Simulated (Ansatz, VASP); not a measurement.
**MgS in VASP and in Ansatz**

File INCAR:

```
SYSTEM = MgS
PREC = Accurate
ENCUT = 520
EDIFF = 1E-6
ISMEAR = 0
SIGMA = 0.1
LREAL = .False.
LASPH = .True.
NELM = 60
ALGO = Normal
ISIF = 2
LWAVE = .False.
LCHARG = .False.
GGA = PE
NBANDS = 16
```

File KPOINTS:

```
regular mesh
0
Gamma
  4 4 2
  0 0 0
```

File POSCAR:

```
MgS
1.0
    0.0000000000      0.0000000000     -3.4794970403
   -1.7702002386     -3.9715850648      0.0000000000
   -5.3106007158      3.9715850648      0.0000000000
Mg S
2 2
Direct
    0.5000000000      0.7500000000      0.7500000000
    0.5000000000      0.2500000000      0.2500000000
    0.0000000000      0.0000000000      0.0000000000
    0.0000000000      0.5000000000      0.5000000000
```

Input for Ansatz:

```yaml
crystal:
  lattice:
    - [0.0, 0.0, -3.4794970403]
    - [-1.7702002386, -3.9715850648, 0.0]
    - [-5.3106007158, 3.9715850648, 0.0]
  atoms:
    - { symbol: Mg, position: [0.5, 0.75, 0.75] }
    - { symbol: Mg, position: [0.5, 0.25, 0.25] }
    - { symbol: S, position: [0.0, 0.0, 0.0] }
    - { symbol: S, position: [0.0, 0.5, 0.5] }
basis:
  ecutwfc: 420
kpoints:
  mp_grid: { grid: [4, 4, 2] }
hamiltonian:
  xc: pbe
scf:
  occupations: { method: gaussian, width: 0.1 }
  lower_state_search: "off"
output:
  forces: true
  stress: true
  eigenvalues: true
```

Alike in both runs: task single point; functional PBE; k mesh 4 × 4 × 2; occupations gaussian, width 0.1 eV; no spin polarisation.

```csv
,VASP,Ansatz
version,VASP 6.6.1,Ansatz 0.2.0
potentials or method,"VASP PAW PBE potentials, release 64 (Mg, S), cutoff 520 eV","scalar-relativistic, plane waves, PAW"
valence electrons in the cell,16,32
```

|  | VASP | Ansatz | Ansatz less VASP |
| --- | --- | --- | --- |
| gap on the k mesh at the Fermi level (eV) | 2.05 | 2.06 | +0.001 |
| least direct gap on the mesh (eV) | 2.18 | 2.19 | +0.011 |
| pressure (GPa) | 0.0 | 0.1 | +0.15 |
| traceless stress, the component that is largest in VASP (GPa) | -0.26 | -0.20 | +0.063 |

With one functional, cell and mesh, what is left measures potentials, basis and numerics. VASP's potentials hold 16 valence electrons a cell and Ansatz's 32, so a difference there can come from the potentials and not from the codes.

The k mesh is coarse, so the values compare programs but aren't converged.
